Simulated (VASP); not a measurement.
Input of a VASP 6.6.1 run:

INCAR

```
ALGO     = Normal         # electronic algorithm
EDIFF    = 1E-7           # SCF threshold, eV
EDIFFG   = -0.04          # ionic threshold
ENCUT    = 600            # plane-wave cutoff, eV
GGA      = PE             # functional
IBRION   = 2              # ionic algorithm
ISIF     = 3              # what is computed and relaxed
ISMEAR   = 0              # smearing method
LASPH    = True           # aspherical terms in the spheres
LCHARG   = False          # write CHGCAR
LREAL    = False          # projectors in reciprocal space
LWAVE    = False          # write WAVECAR
NELM     = 100            # most SCF steps
NSW      = 90             # ionic steps
PREC     = Accurate       # precision mode
SIGMA    = 0.1            # smearing width, eV
```

The input KPOINTS:

```
k-points
0
Gamma
  6 6 2
```

POSCAR

```
LuZrBr6
1.0
    5.3678222700      0.0000000000      0.0000000000
   -2.6839111300      4.6486704500      0.0000000000
    0.0000000000      0.0000000000     10.8624372700
Lu Zr Br
1 1 6
Direct
    0.0000000000      0.0000000000      0.0000000000
    0.0000000000      0.0000000000      0.5000000000
    0.3952277900      0.0000000000      0.6856942600
    0.0000000000      0.3952277900      0.6856942600
    0.6047722100      0.6047722100      0.6856942600
    0.3952277900      0.0000000000      0.3143057400
    0.0000000000      0.3952277900      0.3143057400
    0.6047722100      0.6047722100      0.3143057400
```

Potentials or basis: VASP PAW PBE potentials, release 64 (Lu, Zr_sv, Br).

Run with:

```bash
$ cat potpaw_PBE.64/Lu/POTCAR potpaw_PBE.64/Zr_sv/POTCAR potpaw_PBE.64/Br/POTCAR > POTCAR
$ mpirun -np 1 vasp_std > vasp.out
```

Predict the relaxed volume.

39.33 Å³/atom.

Predict the space group after relaxing (to 0.1 Å).

P-62m (No. 189).

Predict the band gap on the k mesh.

zero (an odd number of electrons rules out a gap without spin polarisation).

Forces on the atoms (eV/Å):
```
Lu   0.000  0.000  0.000
Zr   0.000  0.000  0.000
Br  -0.015  0.000  0.007
Br   0.008 -0.013  0.007
Br   0.008  0.013  0.007
Br  -0.015  0.000 -0.007
Br   0.008 -0.013 -0.007
Br   0.008  0.013 -0.007
```

Caveat: the volume moved by over 15 % at a fixed basis, so the end points are rough; spin-orbit coupling is left out, which moves the levels of the heavy elements; an odd number of electrons without spin polarisation forces a metal; a magnetic or distorted state may lie lower.
